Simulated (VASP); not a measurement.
Crystal: Ag.

```
Ag
1.0
     2.93000    0.00000    0.00000
    -1.46500    2.53745    0.00000
     0.00000    0.00000    4.79000
Ag
2
Direct
  0.33333 0.66667 0.25000
  0.66667 0.33333 0.75000
```

This isn't the form of Ag at room conditions, which is fcc.

Program: VASP 6.6.1. Alike in all runs: task electric field gradients; no spin polarisation; cell as given; cutoff (eV) 520.

Problem. Order these runs on this cell by their pressure, lowest first.
A. level LDA; potentials or basis VASP PAW LDA potentials, release 64 (Ag); k mesh 18 × 18 × 10; smearing fermi-dirac 0.05 eV
B. level r2SCAN; potentials or basis VASP PAW PBE potentials, release 64 (Ag); k mesh 18 × 18 × 10; smearing fermi-dirac 0.05 eV
C. level PBE; potentials or basis VASP PAW PBE potentials, release 64 (Ag); k mesh 17 × 17 × 9; smearing fermi-dirac 0.02 eV

Solution. A (-10.5 GPa), B (-2.5 GPa), C (0.2 GPa).

Caveats: the PAW data sets were made with another functional, which shifts forces and pressure a little (at least some runs); the cell stands under tension (at least some runs).
